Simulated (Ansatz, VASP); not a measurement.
## In3As: VASP beside Ansatz

File INCAR:

```
SYSTEM = In3As
PREC     = Accurate       ! precision mode
ENCUT    = 600            ! plane-wave cutoff, eV
EDIFF    = 1E-6           ! SCF threshold, eV
ISMEAR   = 0              ! smearing method
SIGMA    = 0.1            ! smearing width, eV
LREAL    = .FALSE.        ! projectors in reciprocal space
LASPH    = .TRUE.         ! aspherical terms in the spheres
NELM     = 80             ! most SCF steps
ALGO     = Fast           ! electronic algorithm
ISIF     = 3              ! what is computed and relaxed
LWAVE    = .FALSE.        ! write WAVECAR
LCHARG   = .FALSE.        ! write CHGCAR
GGA      = PE             ! functional
IBRION   = 2              ! ionic algorithm
NSW      = 90             ! ionic steps
EDIFFG   = -0.04          ! ionic threshold
```

The input KPOINTS:

```
regular mesh
0
G
  6 6 6
  0 0 0
```

The input POSCAR:

```
In3As
1.0
    2.8408426400      1.6401612600      3.8413795000
   -2.8408426400      1.6401612600      3.8413795000
    0.0000000000     -3.2803225200      3.8413795000
In As
3 1
Direct
    0.5000000000      0.5000000000      0.0000000000
    0.0000000000      0.5000000000      0.5000000000
    0.5000000000      0.0000000000      0.5000000000
    0.5000000000      0.5000000000      0.5000000000
```

Input for Ansatz:

```yaml
crystal:
  lattice:
    - [2.84084264, 1.64016126, 3.8413795]
    - [-2.84084264, 1.64016126, 3.8413795]
    - [0.0, -3.28032252, 3.8413795]
  atoms:
    - { symbol: In, position: [0.5, 0.5, 0.0] }
    - { symbol: In, position: [0.0, 0.5, 0.5] }
    - { symbol: In, position: [0.5, 0.0, 0.5] }
    - { symbol: As, position: [0.5, 0.5, 0.5] }
basis:
  ecutwfc: 420
kpoints:
  mp_grid: { grid: [6, 6, 6] }
hamiltonian:
  xc: pbe
scf:
  occupations: { method: gaussian, width: 0.1 }
  lower_state_search: "off"
output:
  forces: true
  stress: true
  eigenvalues: true
relax:
  adjacent_minimum: "off"
  f_tol: 0.04
  max_steps: 70
  cell: { stress_tol: 0.4 }
```

Alike in both runs: task relaxation of cell and atoms; functional PBE; k mesh 6 × 6 × 6; occupations gaussian, width 0.1 eV; no spin polarisation.

```csv
,VASP,Ansatz
version,VASP 6.6.1,Ansatz 0.2.0
potentials or method,"VASP PAW PBE potentials, release 64 (In_d, As), cutoff 600 eV","scalar-relativistic, plane waves, PAW"
valence electrons in the cell,44,54
```

VASP gave:

```
gap on the k mesh at the Fermi level, each at its own relaxed structure (eV) : none
relaxed volume (Å³/atom)                                                     : 37.87
relaxed cell length with the largest relative difference (Å)                 : 5.854
```

**Question.** What did Ansatz give for the same quantities?

**Answer.** gap on the k mesh at the Fermi level, each at its own relaxed structure (eV): none; relaxed volume (Å³/atom): 37.75; relaxed cell length with the largest relative difference (Å): 5.857.

A gap of «none» marks a metal or a gap that the smearing closes. VASP's potentials hold 44 valence electrons a cell and Ansatz's 54, so a difference there can come from the potentials and not from the codes.

Noted on VASP's run: the volume moved by over 15 % at a fixed basis, so the end points are rough.
